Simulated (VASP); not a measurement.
# MgSc in VASP: a series of runs

Runs on MgSc. Level: LDA. Tasks: single point.

Program: VASP 6.6.1. These are calculated values, not measurements. Logs are shortened: lines on timing, memory, paths and dates and some standing lists are left out, and cuts for length are marked.

### 1 The cell of the first run

It takes space group Pm-3m (No. 221, cubic). The conventional cell has a = 3.596 Å, b = 3.596 Å, c = 3.596 Å, α = 90.00°, β = 90.00°, γ = 90.00°. Within 4.1 Å of Mg (site symmetry m-3m) lie 8 Sc at 3.11 Å and 6 Mg at 3.60 Å. Sc (site symmetry m-3m) has 8 Mg at 3.11 Å and 6 Sc at 3.60 Å within 4.1 Å.

### 2 Single point, LDA

Input file INCAR:

```
SYSTEM = MgSc
  PREC = Accurate
  ENCUT = 520
  EDIFF = 1E-7
  ISMEAR = 1
  SIGMA = 0.1
  LREAL = .FALSE.
  LASPH = .TRUE.
  NELM = 60
  ALGO = Normal
  ISIF = 2
  LWAVE = .FALSE.
  LCHARG = .FALSE.
  NBANDS = 14
```

Input file KPOINTS:

```
regular mesh
0
G
  6 6 6
  0 0 0
```

Input file POSCAR:

```
MgSc
1.0
    3.5964510000      0.0000000000      0.0000000000
    0.0000000000      3.5964510000      0.0000000000
    0.0000000000      0.0000000000      3.5964510000
Mg Sc
1 1
Direct
    0.0000000000      0.0000000000      0.0000000000
    0.5000000000      0.5000000000      0.5000000000
```

Potentials or basis: VASP PAW LDA potentials, release 64 (Mg, Sc_sv).

Command:

```sh
$ cat potpaw_LDA.64/Mg/POTCAR potpaw_LDA.64/Sc_sv/POTCAR > POTCAR
$ mpirun -np 1 vasp_std > vasp.out
```

OUTCAR:

```text
SYSTEM = MgSc
   PREC = Accurate
   ENCUT = 520
   EDIFF = 1E-7
   ISMEAR = 1
   LREAL = .FALSE.
   LASPH = .TRUE.
   NELM = 60
   ISIF = 2

 ion  position               nearest neighbor table
   1  0.000  0.000  0.000-   2 3.11   2 3.11   2 3.11   2 3.11   2 3.11   2 3.11   2 3.11   2 3.11

   2  0.500  0.500  0.500-   1 3.11   1 3.11   1 3.11   1 3.11   1 3.11   1 3.11   1 3.11   1 3.11

  LATTYP: Found a simple cubic cell.
 ALAT       =     3.5964510000

  Lattice vectors:

 A1 = (   3.5964510000,   0.0000000000,   0.0000000000)
 A2 = (   0.0000000000,   3.5964510000,   0.0000000000)
 A3 = (   0.0000000000,   0.0000000000,   3.5964510000)

Analysis of symmetry for initial positions (statically):
=====================================================================
 Subroutine PRICEL returns:
 Original cell was already a primitive cell.

 Routine SETGRP: Setting up the symmetry group for a
 simple cubic supercell.

 Subroutine GETGRP returns: Found 48 space group operations
 (whereof 48 operations were pure point group operations)
 out of a pool of 48 trial point group operations.

The static configuration has the point symmetry O_h .

Analysis of symmetry for dynamics (positions and initial velocities):
=====================================================================
 Subroutine PRICEL returns:
 Original cell was already a primitive cell.

 Routine SETGRP: Setting up the symmetry group for a
 simple cubic supercell.

 Subroutine GETGRP returns: Found 48 space group operations
 (whereof 48 operations were pure point group operations)
 out of a pool of 48 trial point group operations.

The dynamic configuration has the point symmetry O_h .

 Subroutine INISYM returns: Found 48 space group operations
 (whereof 48 operations are pure point group operations),
 and found     1 'primitive' translations

----------------------------------------------------------------------------------------

                                     Primitive cell

  volume of cell :      46.5182

  direct lattice vectors                    reciprocal lattice vectors
     3.596451000  0.000000000  0.000000000     0.278051891  0.000000000  0.000000000
     0.000000000  3.596451000  0.000000000     0.000000000  0.278051891  0.000000000
     0.000000000  0.000000000  3.596451000     0.000000000  0.000000000  0.278051891

  length of vectors
     3.596451000  3.596451000  3.596451000     0.278051891  0.278051891  0.278051891

  position of ions in fractional coordinates (direct lattice)
     0.000000000  0.000000000  0.000000000
     0.500000000  0.500000000  0.500000000

  ion indices of the primitive-cell ions
   primitive index   ion index
                 1           1
                 2           2

----------------------------------------------------------------------------------------

 KPOINTS: regular mesh

Automatic generation of k-mesh.
 Grid dimensions read from file:
 generate k-points for:    6    6    6

 Generating k-lattice:

  Cartesian coordinates                     Fractional coordinates (reciprocal lattice)
     0.046341982  0.000000000  0.000000000     0.166666667  0.000000000  0.000000000
     0.000000000  0.046341982  0.000000000     0.000000000  0.166666667  0.000000000
     0.000000000  0.000000000  0.046341982     0.000000000  0.000000000  0.166666667

  Length of vectors
     0.046341982  0.046341982  0.046341982

  Shift w.r.t. Gamma in fractional coordinates (k-lattice)
     0.000000000  0.000000000  0.000000000

 Subroutine IBZKPT returns following result:
 ===========================================

 Found     20 irreducible k-points:

 Following reciprocal coordinates:
            Coordinates               Weight
  0.000000  0.000000  0.000000      1.000000
  0.166667  0.000000  0.000000      6.000000
  0.333333  0.000000  0.000000      6.000000
  0.500000  0.000000  0.000000      3.000000
  0.166667  0.166667  0.000000     12.000000
  0.333333  0.166667  0.000000     24.000000
[... 12 lines left out ...]
  0.500000  0.500000  0.333333      6.000000
  0.500000  0.500000  0.500000      1.000000
   k-points           NKPTS =     20   k-points in BZ     NKDIM =     20   number of bands    NBANDS=     14
   number of dos      NEDOS =    301   number of ions     NIONS =      2
   total plane-waves  NPLWV =  21952
   dimension x,y,z NGX =    28 NGY =   28 NGZ =   28
   dimension x,y,z NGXF=    56 NGYF=   56 NGZF=   56
   ions per type =               1   1
   NGX,Y,Z   is equivalent  to a cutoff of  12.94, 12.94, 12.94 a.u.
   NGXF,Y,Z  is equivalent  to a cutoff of  25.89, 25.89, 25.89 a.u.
 SYSTEM =  MgSc
   PREC   = accura    normal or accurate (medium, high low for compatibility)
   ISTART =      0    job   : 0-new  1-cont  2-samecut
   ICHARG =      2    charge: 1-file 2-atom 10-const
   ISPIN  =      1    spin polarized calculation?
   LNONCOLLINEAR =      F non collinear calculations
   LSORBIT =      F    spin-orbit coupling
   LASPH  =      T    aspherical Exc in radial PAW
   ENCUT  =  520.0 eV  38.22 Ry    6.18 a.u.   6.69  6.69  6.69*2*pi/ulx,y,z
   NELM   =     60;   NELMIN=  2; NELMDL= -5     # of ELM steps
   EDIFF  = 0.1E-06   stopping-criterion for ELM
   LREAL  =      F    real-space projection
   EDIFFG = 0.1E-05   stopping-criterion for IOM
   NSW    =      0    number of steps for IOM
   IBRION =     -1    ionic relax: 0-MD 1-quasi-New 2-CG
   NFREE  =      0    steps in history (QN), initial steepest desc. (CG)
   ISIF   =      2    stress and relaxation
   ISYM   =      2    0-nonsym 1-usesym 2-fastsym
   POTIM  = 0.5000    time-step for ionic-motion
   TEBEG  =    0.0;   TEEND  =   0.0 temperature during run
   PSTRESS=    0.0 pullay stress
   NELECT =      13.0000    total number of electrons
   NUPDOWN=      -1.0000    fix difference up-down
   EMIN   =  10.00;   EMAX   =-10.00  energy-range for DOS
   EFERMI =   0.00;   METHOD = LEGACY
   ISMEAR =     1;   SIGMA  =   0.10  broadening in eV -4-tet -1-fermi 0-gaus
   EFERMI_NEDOS =   21; number of points for ismear=-14 and -15
   IALGO  =     38    algorithm
   IMIX   =      4    mixing-type and parameters
     AMIX     =   0.40;   BMIX     =  1.00
     AMIX_MAG =   1.60;   BMIX_MAG =  1.00
  volume/ion in A,a.u.               =      23.26       156.96
  Fermi-wavevector in a.u.,A,eV,Ry     =   1.070324  2.022618 15.586736  1.145593
  Thomas-Fermi vector in A             =   2.206030
   LORBIT       =      0    0 simple, 1 ext, 2 COOP (PROOUT), +10 PAW based schemes
   GGA     = CA    functional components
   LHFCALC =     F    Hartree Fock is set to
   AEXX    =    0.0000 exact exchange contribution
   IVDW    =     0    specifies the selected vdW correction
   LEPSILON=     F    determine dielectric tensor
   LRPA    =     F    only Hartree local field effects (RPA)
 non-spin polarized calculation
 Methfessel and Paxton  Order N= 1 SIGMA  =   0.10
  energy-cutoff  :      520.00
  volume of cell :       46.52
 maximum number of plane-waves:      1273
 NGX is ok and might be reduce to    28
   NGX = 13   NGY = 13   NGZ = 13

 number of electron      12.9999996 magnetization

 Free energy of the ion-electron system (eV)
  ---------------------------------------------------
  ext. energy  EPLUGINS =         0.00000000
  ---------------------------------------------------
  free energy    TOTEN  =        -8.64946490 eV

  energy without entropy =       -8.64639672  energy(sigma->0) =       -8.64844217

 E-fermi :   2.8727     XC(G=0):  -9.5408

 val. band max:        2.8648049049   @ k =   0.1667   0.1667   0.1667
 cond. band min:       2.9183682929   @ k =   0.1667   0.0000   0.0000
 fundamental gap:      0.0535633881
 Fermi energy:         2.8726774690

 k-point     1 :       0.0000    0.0000    0.0000
  band No.  band energies     occupation
      1     -46.2808      2.00000
      2     -25.2052      2.00000
      3     -25.2052      2.00000
      4     -25.2052      2.00000
      5      -2.9930      2.00000
      6       2.7889      1.99836
      7       2.7889      1.99836
      8       5.2388      0.00000
      9       5.2388      0.00000
     10       5.2388      0.00000
     11       8.1059      0.00000
     12       8.1059      0.00000
     13       8.1059      0.00000
     14      11.4224      0.00000

 k-point     2 :       0.1667    0.0000    0.0000
  band No.  band energies     occupation
      1     -46.2793      2.00000
      2     -25.2269      2.00000
      3     -25.2034      2.00000
      4     -25.2034      2.00000
      5      -2.6418      2.00000
      6       2.6350      2.00395
      7       2.9184      0.30896
      8       4.8779      0.00000
      9       4.8779      0.00000
     10       5.2710      0.00000
     11       6.8401      0.00000
     12       8.7397      0.00000
     13       8.7397      0.00000
     14      11.0483      0.00000

 k-point     3 :       0.3333    0.0000    0.0000
  band No.  band energies     occupation
      1     -46.2762      2.00000
      2     -25.2700      2.00000
      3     -25.1998      2.00000
      4     -25.1998      2.00000
      5      -1.6343      2.00000
      6       1.6001      2.00000
      7       3.2077     -0.00002
      8       4.3573     -0.00000
      9       4.3573     -0.00000
     10       5.3368      0.00000
     11       6.0640      0.00000
     12      10.0982      0.00000
     13      10.0982      0.00000
     14      10.2589      0.00000
[... 256 lines left out ...]
 k-point    19 :       0.5000    0.5000    0.3333
  band No.  band energies     occupation
      1     -46.2642      2.00000
      2     -25.2737      2.00000
      3     -25.2737      2.00000
      4     -25.2513      2.00000
      5       1.5654      2.00000
      6       2.1038      2.00000
      7       2.1038      2.00000
      8       4.2895     -0.00000
      9       5.5143      0.00000
     10       5.5143      0.00000
     11       5.9558      0.00000
     12       6.7720      0.00000
     13       6.9155      0.00000
     14       9.7392      0.00000

 k-point    20 :       0.5000    0.5000    0.5000
  band No.  band energies     occupation
      1     -46.2626      2.00000
      2     -25.2713      2.00000
      3     -25.2713      2.00000
      4     -25.2713      2.00000
      5       1.9617      2.00000
      6       1.9617      2.00000
      7       1.9617      2.00000
      8       5.9375      0.00000
      9       5.9375      0.00000
     10       5.9375      0.00000
     11       5.9679      0.00000
     12       5.9679      0.00000
     13       6.0495      0.00000
     14       9.5546      0.00000

------------------------ aborting loop because EDIFF is reached ----------------------------------------

  FORCE on cell =-STRESS in cart. coord.  units (eV):
  Direction    XX          YY          ZZ          XY          YZ          ZX
  --------------------------------------------------------------------------------------
  -------------------------------------------------------------------------------------
  Total       -1.0550218     -1.0550218     -1.0550218     -0.0000000     -0.0000000      0.0000000
  in kB      -36.3370426    -36.3370426    -36.3370426     -0.0000000     -0.0000000      0.0000000
  external PRESSURE =     -36.3370426 kB  Pullay stress =       0.0000000 kB

 VOLUME and BASIS-vectors are now :
 -----------------------------------------------------------------------------
  energy-cutoff  :      520.00
  volume of cell :       46.52
      direct lattice vectors                 reciprocal lattice vectors
     3.596451000  0.000000000  0.000000000     0.278051891  0.000000000  0.000000000
     0.000000000  3.596451000  0.000000000     0.000000000  0.278051891  0.000000000
     0.000000000  0.000000000  3.596451000     0.000000000  0.000000000  0.278051891

 POSITION                                       TOTAL-FORCE (eV/Angst)
 -----------------------------------------------------------------------------------
      0.00000      0.00000      0.00000         0.000000      0.000000      0.000000
      1.79823      1.79823      1.79823         0.000000      0.000000      0.000000
 -----------------------------------------------------------------------------------
    total drift:                                0.000000      0.000000      0.000000

  FREE ENERGIE OF THE ION-ELECTRON SYSTEM (eV)
  ---------------------------------------------------
  free  energy   TOTEN  =        -8.6494648974 eV

  energy  without entropy=       -8.6463967180  energy(sigma->0) =       -8.64844217
```

Wall time 22 s (1 thread of Intel Xeon 8259CL, shared host); peak memory 0.14 GiB.

Results:

- Free energy: -8.6495 eV
- Pressure: -3.6 GPa
- Band gap on the k mesh: zero (an odd number of electrons rules out a gap without spin polarisation)

Levels at points of the mesh, in eV from the Fermi level:
```csv
k point,band 3,band 4,band 5,band 6,band 7,band 8,band 9,band 10,band 11,band 12
"(0.00, 0.00, 0.00)",-28.08,-28.08,-5.87,-0.08,-0.08,2.37,2.37,2.37,5.23,5.23
"(0.50, 0.00, 0.00)",-28.07,-28.07,-2.99,-2.97,0.50,1.28,1.28,2.50,3.24,6.98
"(0.50, 0.50, 0.00)",-28.15,-28.06,-2.12,-0.37,-0.20,-0.20,1.58,1.58,3.05,4.25
"(0.50, 0.50, 0.50)",-28.14,-28.14,-0.91,-0.91,-0.91,3.06,3.06,3.06,3.10,3.10
```

Caveat: the cell stands under tension.

### 3 Single point, LDA

Input file INCAR:

```
PREC     = Accurate       # precision mode
ENCUT    = 520            # plane-wave cutoff, eV
EDIFF    = 1E-6           # SCF threshold, eV
ISMEAR   = 1              # smearing method
SIGMA    = 0.1            # smearing width, eV
LREAL    = F              # projectors in reciprocal space
LASPH    = T              # aspherical terms in the spheres
NELM     = 100            # most SCF steps
ALGO     = Normal         # electronic algorithm
ISIF     = 2              # what is computed and relaxed
LWAVE    = F              # write WAVECAR
LCHARG   = F              # write CHGCAR
NBANDS   = 14             # bands
```

Input file KPOINTS:

```
regular mesh
0
Gamma
  6 6 6
```

Changes to POSCAR since step 2:

```diff
@@ -8,3 +8,3 @@
 Direct
-    0.0000000000      0.0000000000      0.0000000000
+    0.0000000000      0.0000000000      0.0050000000
     0.5000000000      0.5000000000      0.5000000000
```

Potentials or basis: VASP PAW LDA potentials, release 64 (Mg, Sc_sv).

Command:

```sh
$ cat potpaw_LDA.64/Mg/POTCAR potpaw_LDA.64/Sc_sv/POTCAR > POTCAR
$ mpirun -np 1 vasp_std > vasp.out
```

It took 35 s on 1 thread of Intel Xeon 8259CL, shared host; peak memory 0.15 GiB.

The run converged. Its results:

- Free energy: -8.6489 eV
- Pressure: -3.6 GPa
- Largest force: 0.064 eV/Å
- Band gap on the k mesh: zero (an odd number of electrons rules out a gap without spin polarisation)

Forces on the atoms (eV/Å):
```
Mg   0.000  0.000 -0.064
Sc   0.000  0.000  0.064
```

Levels at points of the mesh, in eV from the Fermi level:
| k point | band 3 | band 4 | band 5 | band 6 | band 7 | band 8 | band 9 | band 10 | band 11 | band 12 |
| --- | --- | --- | --- | --- | --- | --- | --- | --- | --- | --- |
| (0.00, 0.00, 0.00) | -28.08 | -28.08 | -5.87 | -0.08 | -0.08 | 2.37 | 2.37 | 2.37 | 5.23 | 5.23 |
| (0.50, 0.00, 0.00) | -28.07 | -28.07 | -2.99 | -2.97 | 0.50 | 1.28 | 1.28 | 2.50 | 3.24 | 6.98 |
| (0.00, 0.00, 0.50) | -28.07 | -28.07 | -3.00 | -2.96 | 0.50 | 1.28 | 1.28 | 2.50 | 3.24 | 6.98 |
| (0.50, 0.50, 0.00) | -28.15 | -28.06 | -2.12 | -0.37 | -0.20 | -0.20 | 1.58 | 1.58 | 3.05 | 4.25 |
| (0.00, 0.50, 0.50) | -28.15 | -28.06 | -2.12 | -0.37 | -0.20 | -0.19 | 1.58 | 1.58 | 3.05 | 4.25 |
| (0.50, 0.50, 0.50) | -28.14 | -28.14 | -0.91 | -0.91 | -0.91 | 3.06 | 3.06 | 3.07 | 3.10 | 3.10 |

Caveat: the cell stands under tension.

### 4 Single point, LDA

Input file INCAR:

```
PREC = Accurate
ENCUT = 520
EDIFF = 1E-7
ISMEAR = 1
SIGMA = 0.1
LREAL = F
LASPH = T
NELM = 60
ALGO = Normal
ISIF = 2
LWAVE = F
LCHARG = F
GGA = CA
NBANDS = 14
```

KPOINTS is that of step 3.

Changes to POSCAR since step 3:

```diff
@@ -8,3 +8,3 @@
 Direct
-    0.0000000000      0.0000000000      0.0050000000
+    0.0000000000      0.0000000000      0.0100000000
     0.5000000000      0.5000000000      0.5000000000
```

Command:

```sh
$ cat potpaw_LDA.64/Mg/POTCAR potpaw_LDA.64/Sc_sv/POTCAR > POTCAR
$ mpirun -np 1 vasp_std > vasp.out
```

Run time: 44 s. Hardware: 1 thread of Intel Xeon 8259CL, shared host; peak memory 0.16 GiB.

The run converged. Its results:

```yaml
Free_energy: -8.6472 eV
Pressure: -3.6 GPa
Largest_force: 0.128 eV/Å
Band_gap_on_the_k_mesh: zero (an odd number of electrons rules out a gap without spin polarisation)
```

Forces in eV/Å, atoms in the order of the input:
```
Mg   0.000  0.000 -0.128
Sc   0.000  0.000  0.128
```

Levels at points of the mesh, in eV from the Fermi level:
```csv
k point,band 3,band 4,band 5,band 6,band 7,band 8,band 9,band 10,band 11,band 12
"(0.00, 0.00, 0.00)",-28.08,-28.08,-5.87,-0.08,-0.08,2.37,2.37,2.37,5.23,5.23
"(0.50, 0.00, 0.00)",-28.07,-28.07,-2.99,-2.97,0.50,1.28,1.28,2.50,3.24,6.98
"(0.00, 0.00, 0.50)",-28.07,-28.07,-3.01,-2.95,0.50,1.28,1.28,2.50,3.24,6.98
"(0.50, 0.50, 0.00)",-28.15,-28.06,-2.12,-0.36,-0.20,-0.20,1.58,1.58,3.05,4.25
"(0.00, 0.50, 0.50)",-28.15,-28.06,-2.12,-0.37,-0.20,-0.19,1.58,1.58,3.05,4.25
"(0.50, 0.50, 0.50)",-28.14,-28.14,-0.91,-0.91,-0.91,3.06,3.06,3.07,3.10,3.10
```

Caveat: the cell stands under tension.

### 5 Single point, LDA

Input file INCAR:

```
ALGO = Normal ; EDIFF = 1E-6
ENCUT = 520 ; GGA = CA
ISIF = 2 ; ISMEAR = 1
LASPH = T ; LCHARG = T
LELF = T ; LREAL = F
LVHAR = T ; LWAVE = F
NBANDS = 14 ; NELM = 60
PREC = Accurate ; SIGMA = 0.1
```

Input file KPOINTS:

```
k-points
0
Gamma
  6 6 6
```

Changes to POSCAR since step 4:

```diff
@@ -8,3 +8,3 @@
 Direct
-    0.0000000000      0.0000000000      0.0100000000
+    0.0000000000      0.0000000000      0.0150000000
     0.5000000000      0.5000000000      0.5000000000
```

Command:

```sh
$ cat potpaw_LDA.64/Mg/POTCAR potpaw_LDA.64/Sc_sv/POTCAR > POTCAR
$ mpirun -np 1 vasp_std > vasp.out
```

It took 36 s on 1 thread of Intel Xeon 8259CL, shared host; peak memory 0.16 GiB.

Results (log left out):

| Item | Value |
| --- | --- |
| Free energy | -8.6443 eV |
| Pressure | -3.6 GPa |
| Largest force | 0.192 eV/Å |
| Band gap on the k mesh | zero (an odd number of electrons rules out a gap without spin polarisation) |

Forces on the atoms (eV/Å):
```
Mg   0.000  0.000 -0.192
Sc   0.000  0.000  0.192
```

Levels at points of the mesh, in eV from the Fermi level:
| k point | band 3 | band 4 | band 5 | band 6 | band 7 | band 8 | band 9 | band 10 | band 11 | band 12 |
| --- | --- | --- | --- | --- | --- | --- | --- | --- | --- | --- |
| (0.00, 0.00, 0.00) | -28.08 | -28.08 | -5.86 | -0.08 | -0.08 | 2.37 | 2.37 | 2.37 | 5.24 | 5.24 |
| (0.50, 0.00, 0.00) | -28.07 | -28.07 | -2.99 | -2.97 | 0.50 | 1.27 | 1.28 | 2.50 | 3.24 | 6.98 |
| (0.00, 0.00, 0.50) | -28.07 | -28.07 | -3.02 | -2.94 | 0.50 | 1.28 | 1.28 | 2.50 | 3.24 | 6.98 |
| (0.50, 0.50, 0.00) | -28.15 | -28.06 | -2.12 | -0.36 | -0.20 | -0.20 | 1.58 | 1.58 | 3.05 | 4.25 |
| (0.00, 0.50, 0.50) | -28.15 | -28.06 | -2.12 | -0.38 | -0.19 | -0.18 | 1.57 | 1.58 | 3.05 | 4.25 |
| (0.50, 0.50, 0.50) | -28.14 | -28.14 | -0.91 | -0.91 | -0.91 | 3.06 | 3.06 | 3.07 | 3.10 | 3.10 |

Caveat: the cell stands under tension.

### 6 Overview

```tsv
cell	gap on the mesh (eV)	pressure (GPa)	largest force (eV/Å)
as given, atomic positions A	none	-3.6	-
as given, atomic positions B	none	-3.6	0.06
as given, atomic positions C	none	-3.6	0.13
as given, atomic positions D	none	-3.6	0.19
```

Alike in all rows: task single point; level LDA; potentials or basis VASP PAW LDA potentials, release 64 (Mg, Sc_sv); no spin polarisation; k mesh 6 × 6 × 6; cutoff (eV) 520; smearing methfessel-paxton 0.1 eV.

Caveats: the cell stands under tension.

Total energies depend on the potentials used, so only differences within one code and one set of settings carry meaning.
